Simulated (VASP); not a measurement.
# SiC (Moissanite) (P6_3mc) in VASP: settings compared, part 2 of 2

VASP 6.6.1. Earlier steps stand in the parts before.

**3. Single point, revPBE+D4**

This run uses another cell than the first one, of 9.72 Å³/atom, 0.940 times its volume.

File INCAR:

```
ALGO     = Normal         # electronic algorithm
EDIFF    = 1E-7           # SCF threshold, eV
ENCUT    = 520            # plane-wave cutoff, eV
GGA      = RE             # functional
ISIF     = 2              # what is computed and relaxed
ISMEAR   = -1             # smearing method
IVDW     = 13             # dispersion correction
LASPH    = T              # aspherical terms in the spheres
LCHARG   = F              # write CHGCAR
LREAL    = F              # projectors in reciprocal space
LWAVE    = F              # write WAVECAR
NBANDS   = 16             # bands
NELM     = 60             # most SCF steps
PREC     = Accurate       # precision mode
SIGMA    = 0.05           # smearing width, eV
```

File KPOINTS:

```
k-points
0
Gamma
  10 10 5
```

File POSCAR:

```
SiC
1.0
    3.0132068704      0.0000000000      0.0000000000
   -1.5066034352      2.6095136966      0.0000000000
    0.0000000000      0.0000000000      4.9449506768
Si C
2 2
Direct
    0.6666666667      0.3333333333      0.5000000000
    0.3333333333      0.6666666667      0.0000000000
    0.6666666667      0.3333333333      0.8850000000
    0.3333333333      0.6666666667      0.3850000000
```

Potentials or basis: VASP PAW PBE potentials, release 64 (Si, C).

On the command line:

```bash
$ cat potpaw_PBE.64/Si/POTCAR potpaw_PBE.64/C/POTCAR > POTCAR
$ mpirun -np 1 vasp_std > vasp.out
```

OUTCAR:

```text
EDIFF = 1E-7
   ENCUT = 520
   GGA = RE
   ISIF = 2
   ISMEAR = -1
   IVDW = 13
   LASPH = T
   LREAL = F
   NELM = 60
   PREC = Accurate

 ion  position               nearest neighbor table
   1  0.667  0.333  0.500-   4 1.83   4 1.83   4 1.83   3 1.90   2 3.02   2 3.02   2 3.02   2 3.02
                             2 3.02   2 3.02
   2  0.333  0.667  0.000-   3 1.83   3 1.83   3 1.83   4 1.90   1 3.02   1 3.02   1 3.02   1 3.02
                             1 3.02   1 3.02
   3  0.667  0.333  0.885-   2 1.83   2 1.83   2 1.83   1 1.90
   4  0.333  0.667  0.385-   1 1.83   1 1.83   1 1.83   2 1.90

  LATTYP: Found a hexagonal cell.
 ALAT       =     3.0132068704
 C/A-ratio  =     1.6410923277

  Lattice vectors:

 A1 = (   3.0132068704,   0.0000000000,   0.0000000000)
 A2 = (  -1.5066034352,   2.6095136966,   0.0000000000)
 A3 = (   0.0000000000,   0.0000000000,   4.9449506768)

Analysis of symmetry for initial positions (statically):
=====================================================================
 Subroutine PRICEL returns:
 Original cell was already a primitive cell.

 Routine SETGRP: Setting up the symmetry group for a
 hexagonal supercell.

 Subroutine GETGRP returns: Found 12 space group operations
 (whereof  6 operations were pure point group operations)
 out of a pool of 24 trial point group operations.

The static configuration has the point symmetry C_3v.
 The point group associated with its full space group is C_6v.

Analysis of symmetry for dynamics (positions and initial velocities):
=====================================================================
 Subroutine PRICEL returns:
 Original cell was already a primitive cell.

 Routine SETGRP: Setting up the symmetry group for a
 hexagonal supercell.

 Subroutine GETGRP returns: Found 12 space group operations
[... 127 lines left out ...]
     AMIX     =   0.40;   BMIX     =  1.00
     AMIX_MAG =   1.60;   BMIX_MAG =  1.00
  volume/ion in A,a.u.               =       9.72        65.60
  Fermi-wavevector in a.u.,A,eV,Ry     =   1.217675  2.301072 20.173793  1.482732
  Thomas-Fermi vector in A             =   2.352987
   LORBIT       =      0    0 simple, 1 ext, 2 COOP (PROOUT), +10 PAW based schemes
   GGA     = RE    functional components
   LHFCALC =     F    Hartree Fock is set to
   AEXX    =    0.0000 exact exchange contribution
   IVDW    =    13    specifies the selected vdW correction
   LEPSILON=     F    determine dielectric tensor
   LRPA    =     F    only Hartree local field effects (RPA)
 non-spin polarized calculation
  energy-cutoff  :      520.00
  volume of cell :       38.88
 maximum number of plane-waves:      1087
 NGX is ok and might be reduce to    24
   NGX = 11   NGY = 11   NGZ = 19

 number of electron      15.9999999 magnetization

 Free energy of the ion-electron system (eV)
  ---------------------------------------------------
  ext. energy  EPLUGINS =         0.00000000
  ---------------------------------------------------
  free energy    TOTEN  =       -28.62864069 eV

  energy without entropy =      -28.62864069  energy(sigma->0) =      -28.62864069

 E-fermi :  10.1707     XC(G=0): -11.5770

 val. band max:        9.1919040968   @ k =   0.0000   0.0000   0.0000
 cond. band min:      11.5879114376   @ k =   0.3000   0.3000   0.0000
 fundamental gap:      2.3960073408
 Fermi energy:        10.1706671952

 k-point     1 :       0.0000    0.0000    0.0000
  band No.  band energies     occupation
      1      -7.0481      2.00000
      2      -3.3176      2.00000
      3       0.1355      2.00000
      4       7.6114      2.00000
      5       7.6114      2.00000
      6       8.9197      2.00000
[... 433 lines left out ...]
      3       0.6722      2.00000
      4       2.2086      2.00000
      5       4.2788      2.00000
      6       5.1173      2.00000
[... 8 lines left out ...]
     15      21.1784      0.00000
     16      22.5638      0.00000

 [... further k-points ...]

------------------------ aborting loop because EDIFF is reached ----------------------------------------

  DFT-D4 for vdW energy calculation

  Edisp (eV):   -2.73168

  FORCE on cell =-STRESS in cart. coord.  units (eV):
  Direction    XX          YY          ZZ          XY          YZ          ZX
  --------------------------------------------------------------------------------------
  -------------------------------------------------------------------------------------
  Total       3.39391     3.39391     1.62594     0.00000     0.00000     0.00000
  in kB     139.84917   139.84917    66.99828     0.00000     0.00000     0.00000
  external pressure =      115.57 kB  Pullay stress =        0.00 kB

 VOLUME and BASIS-vectors are now :
 -----------------------------------------------------------------------------
  energy-cutoff  :      520.00
  volume of cell :       38.88
      direct lattice vectors                 reciprocal lattice vectors
     3.013206870  0.000000000  0.000000000     0.331872335  0.191606582  0.000000000
    -1.506603435  2.609513697  0.000000000     0.000000000  0.383213164  0.000000000
     0.000000000  0.000000000  4.944950677     0.000000000  0.000000000  0.202226486

 POSITION                                       TOTAL-FORCE (eV/Angst)
 -----------------------------------------------------------------------------------
      1.50660      0.86984      2.47248         0.000000     -0.000000      0.853051
     -0.00000      1.73968      0.00000        -0.000000      0.000000      0.853051
      1.50660      0.86984      4.37628         0.000000     -0.000000     -0.853051
     -0.00000      1.73968      1.90381        -0.000000     -0.000000     -0.853051
 -----------------------------------------------------------------------------------
    total drift:                               -0.000000      0.000000     -0.000082

  FREE ENERGIE OF THE ION-ELECTRON SYSTEM (eV)
  ---------------------------------------------------
  free  energy   TOTEN  =       -31.3603235312 eV

  energy  without entropy=      -31.3603235312  energy(sigma->0) =      -31.36032353
```

OSZICAR:

```text
N       E                     dE             d eps       ncg     rms          rms(c)
DAV:   1     0.282890784418E+02    0.28289E+02   -0.72162E+03  1344   0.903E+02
DAV:   2    -0.301005917872E+02   -0.58390E+02   -0.53072E+02  1936   0.162E+02
DAV:   3    -0.325868921020E+02   -0.24863E+01   -0.24767E+01  1720   0.304E+01
DAV:   4    -0.326035923885E+02   -0.16700E-01   -0.16696E-01  1696   0.307E+00
DAV:   5    -0.326037472918E+02   -0.15490E-03   -0.15490E-03  1728   0.277E-01    0.141E+01
DAV:   6    -0.287543496626E+02    0.38494E+01   -0.65036E+00  1704   0.158E+01    0.674E+00
DAV:   7    -0.286394366684E+02    0.11491E+00   -0.12881E+00  1912   0.672E+00    0.273E+00
DAV:   8    -0.286285106380E+02    0.10926E-01   -0.53036E-02  1520   0.145E+00    0.690E-01
DAV:   9    -0.286281834661E+02    0.32717E-03   -0.78927E-03  1800   0.626E-01    0.132E-01
DAV:  10    -0.286286109966E+02   -0.42753E-03   -0.10171E-03  1632   0.191E-01    0.575E-02
DAV:  11    -0.286286384012E+02   -0.27405E-04   -0.12126E-04  1600   0.781E-02    0.857E-03
DAV:  12    -0.286286400418E+02   -0.16406E-05   -0.78821E-06  1784   0.182E-02    0.365E-03
DAV:  13    -0.286286406521E+02   -0.61036E-06   -0.63816E-07  1680   0.532E-03    0.307E-03
DAV:  14    -0.286286406928E+02   -0.40694E-07   -0.15711E-08  1160   0.986E-04
   1 F= -.31360324E+02 E0= -.31360324E+02  d E =-.206384E-10
```

Run time: 9.8 s. Hardware: 1 thread of Intel Xeon 6975P-C (Granite Rapids), shared host; peak memory 0.16 GiB.

What came out:

```
Free energy                : -31.3603 eV
Pressure                   : 11.6 GPa
Largest force              : 0.853 eV/Å
Band gap on the k mesh     : 2.40 eV, indirect (least direct gap 4.22 eV)
Dispersion energy per atom : -0.683 eV
```

Forces in eV/Å, atoms in the order of the input:
```
Si   0.000  0.000  0.853
Si   0.000  0.000  0.853
C    0.000  0.000 -0.853
C    0.000  0.000 -0.853
```

Levels at points of the mesh, in eV from the valence-band top:
```
           k point  band 5  band 6  band 7  band 8  band 9  band 10  band 11  band 12
(0.00, 0.00, 0.00)   -1.58   -0.27   -0.27    0.00    5.20     6.69     6.91     6.91
(0.50, 0.00, 0.00)   -5.65   -3.66   -3.43   -1.49    2.73     4.28     7.26     7.45
```

Caveat: the PAW data sets were made with another functional, which shifts forces and pressure a little. As with any semilocal functional, this revPBE gap is likely too small.

**4. Single point, LDA**

This run uses another cell than the first one, of 9.72 Å³/atom, 0.940 times its volume.

File INCAR:

```
SYSTEM = SiC
ALGO = Normal
EDIFF = 1E-6
ENCUT = 520
ISIF = 2
ISMEAR = -1
LASPH = .True.
LCHARG = .True.
LELF = .True.
LREAL = .False.
LVHAR = .True.
LWAVE = .False.
NBANDS = 16
NELM = 60
PREC = Accurate
SIGMA = 0.05
```

File KPOINTS:

```
k-points
0
Gamma
  10 10 5
  0 0 0
```

POSCAR is that of step 3.

Potentials or basis: VASP PAW LDA potentials, release 64 (Si, C).

On the command line:

```bash
$ cat potpaw_LDA.64/Si/POTCAR potpaw_LDA.64/C/POTCAR > POTCAR
$ mpirun -np 1 vasp_std > vasp.out
```

It took 7.7 s on 1 thread of Intel Xeon 6975P-C (Granite Rapids), shared host; peak memory 0.14 GiB.

Results (log left out):

* Free energy: -33.1761 eV
* Pressure: 11.4 GPa
* Largest force: 0.836 eV/Å
* Band gap on the k mesh: 2.25 eV, indirect (least direct gap 4.10 eV)

Forces on the atoms (eV/Å):
```
Si   0.000  0.000  0.836
Si   0.000  0.000  0.836
C    0.000  0.000 -0.836
C    0.000  0.000 -0.836
```

Stress tensor (GPa, compression positive):
```
13.76  0.00  0.00
 0.00 13.76  0.00
 0.00  0.00  6.75
```

Levels at points of the mesh, in eV from the valence-band top:
```
           k point  band 5  band 6  band 7  band 8  band 9  band 10  band 11  band 12
(0.00, 0.00, 0.00)   -1.58   -0.27   -0.27    0.00    5.14     6.66     6.76     6.76
(0.50, 0.00, 0.00)   -5.66   -3.67   -3.47   -1.50    2.61     4.19     7.15     7.35
```

A k mesh can miss the band edges. Expect the measured gap to be larger: semilocal functionals such as LDA lack the derivative discontinuity.

**5. Single point, revPBE+D4**

This run uses another cell than the first one, of 9.93 Å³/atom, 0.960 times its volume.

File INCAR:

```
  PREC = Accurate
  ENCUT = 520
  EDIFF = 1E-6
  ISMEAR = -1
  SIGMA = 0.05
  LREAL = F
  LASPH = T
  NELM = 100
  ALGO = Normal
  ISIF = 2
  LWAVE = F
  LCHARG = T
  GGA = RE
  IVDW = 13
  LELF = T
  LVHAR = T
  NBANDS = 16
```

File KPOINTS:

```
regular mesh
0
Gamma
  10 10 5
```

File POSCAR:

```
SiC
1.0
    3.0344273363      0.0000000000      0.0000000000
   -1.5172136681      2.6278911591      0.0000000000
    0.0000000000      0.0000000000      4.9797754205
Si C
2 2
Direct
    0.6666666667      0.3333333333      0.5000000000
    0.3333333333      0.6666666667      0.0000000000
    0.6666666667      0.3333333333      0.8850000000
    0.3333333333      0.6666666667      0.3850000000
```

Potentials or basis: VASP PAW PBE potentials, release 64 (Si, C).

On the command line:

```bash
$ cat potpaw_PBE.64/Si/POTCAR potpaw_PBE.64/C/POTCAR > POTCAR
$ mpirun -np 1 vasp_std > vasp.out
```

Run time: 9.5 s. Hardware: 1 thread of Intel Xeon 6975P-C (Granite Rapids), shared host; peak memory 0.16 GiB.

It converged, with:

```
Free energy                : -31.4060 eV
Pressure                   : 6.1 GPa
Largest force              : 0.813 eV/Å
Band gap on the k mesh     : 2.43 eV, indirect (least direct gap 4.18 eV)
Dispersion energy per atom : -0.670 eV
```

Forces on the atoms (eV/Å):
```
Si   0.000  0.000  0.813
Si   0.000  0.000  0.813
C    0.000  0.000 -0.813
C    0.000  0.000 -0.813
```

Stress tensor (GPa, compression positive):
```
8.21 0.00 0.00
0.00 8.21 0.00
0.00 0.00 1.98
```

Levels at points of the mesh, in eV from the valence-band top:
| k point | band 6 | band 7 | band 8 | band 9 | band 10 | band 11 |
| --- | --- | --- | --- | --- | --- | --- |
| (0.00, 0.00, 0.00) | -0.27 | -0.27 | 0.00 | 5.01 | 6.47 | 6.78 |
| (0.50, 0.00, 0.00) | -3.62 | -3.37 | -1.49 | 2.69 | 4.26 | 7.09 |

Caveat: the PAW data sets were made with another functional, which shifts forces and pressure a little.

**6. Single point, revPBE+D4**

This run uses another cell than the first one, of 10.13 Å³/atom, 0.980 times its volume.

File INCAR:

```
PREC     = Accurate       # precision mode
ENCUT    = 520            # plane-wave cutoff, eV
EDIFF    = 1E-6           # SCF threshold, eV
ISMEAR   = -1             # smearing method
SIGMA    = 0.05           # smearing width, eV
LREAL    = False          # projectors in reciprocal space
LASPH    = True           # aspherical terms in the spheres
NELM     = 100            # most SCF steps
ALGO     = Normal         # electronic algorithm
ISIF     = 2              # what is computed and relaxed
LWAVE    = False          # write WAVECAR
LCHARG   = False          # write CHGCAR
GGA      = RE             # functional
IVDW     = 13             # dispersion correction
NBANDS   = 16             # bands
```

File KPOINTS:

```
Automatic mesh
0
Gamma
  10 10 5
```

File POSCAR:

```
SiC
1.0
    3.0553550827      0.0000000000      0.0000000000
   -1.5276775413      2.6460151191      0.0000000000
    0.0000000000      0.0000000000      5.0141197845
Si C
2 2
Direct
    0.6666666667      0.3333333333      0.5000000000
    0.3333333333      0.6666666667      0.0000000000
    0.6666666667      0.3333333333      0.8850000000
    0.3333333333      0.6666666667      0.3850000000
```

Potentials or basis: VASP PAW PBE potentials, release 64 (Si, C).

On the command line:

```bash
$ cat potpaw_PBE.64/Si/POTCAR potpaw_PBE.64/C/POTCAR > POTCAR
$ mpirun -np 1 vasp_std > vasp.out
```

Run time: 9.1 s. Hardware: 1 thread of Intel Xeon 6975P-C (Granite Rapids), shared host; peak memory 0.16 GiB.

It converged, with:

* Free energy: -31.4251 eV
* Pressure: 1.2 GPa
* Largest force: 0.775 eV/Å
* Band gap on the k mesh: 2.47 eV, indirect (least direct gap 4.14 eV)
* Dispersion energy per atom: -0.658 eV

Forces in eV/Å, atoms in the order of the input:
```
Si   0.000  0.000  0.775
Si   0.000  0.000  0.775
C    0.000  0.000 -0.775
C    0.000  0.000 -0.775
```

Stress tensor (GPa, compression positive):
```
 2.99  0.00  0.00
 0.00  2.99  0.00
 0.00  0.00 -2.26
```

Levels at points of the mesh, in eV from the valence-band top:
| k point | band 6 | band 7 | band 8 | band 9 | band 10 | band 11 |
| --- | --- | --- | --- | --- | --- | --- |
| (0.00, 0.00, 0.00) | -0.27 | -0.27 | 0.00 | 4.83 | 6.26 | 6.66 |
| (0.50, 0.00, 0.00) | -3.58 | -3.31 | -1.48 | 2.65 | 4.23 | 6.93 |

Caveat: the PAW data sets were made with another functional, which shifts forces and pressure a little.

**7. Overview**

```csv
level,potentials or basis,cell,k mesh,gap on the mesh (eV),pressure (GPa),largest force (eV/Å)
PBE,"VASP PAW PBE potentials, release 64 (Si, C)","a = 3.076, b = 3.076, c = 5.048 Å, angles 90.0, 90.0, 120.0°, 4 atoms",6 × 6 × 3,2.32,3.7,0.75
revPBE+D4,"VASP PAW PBE potentials, release 64 (Si, C)","a = 3.013, b = 3.013, c = 4.945 Å, angles 90.0, 90.0, 120.0°, 4 atoms",10 × 10 × 5,2.40,11.6,0.85
LDA,"VASP PAW LDA potentials, release 64 (Si, C)","a = 3.013, b = 3.013, c = 4.945 Å, angles 90.0, 90.0, 120.0°, 4 atoms",10 × 10 × 5,2.25,11.4,0.84
revPBE+D4,"VASP PAW PBE potentials, release 64 (Si, C)","a = 3.034, b = 3.034, c = 4.980 Å, angles 90.0, 90.0, 120.0°, 4 atoms",10 × 10 × 5,2.43,6.1,0.81
revPBE+D4,"VASP PAW PBE potentials, release 64 (Si, C)","a = 3.055, b = 3.055, c = 5.014 Å, angles 90.0, 90.0, 120.0°, 4 atoms",10 × 10 × 5,2.47,1.2,0.77
```

Alike in all rows: task single point; no spin polarisation; cutoff (eV) 520; smearing fermi-dirac 0.05 eV.

Caveats: the PAW data sets were made with another functional, which shifts forces and pressure a little (some runs).

Absolute energies hang on the potentials; compare differences alone.
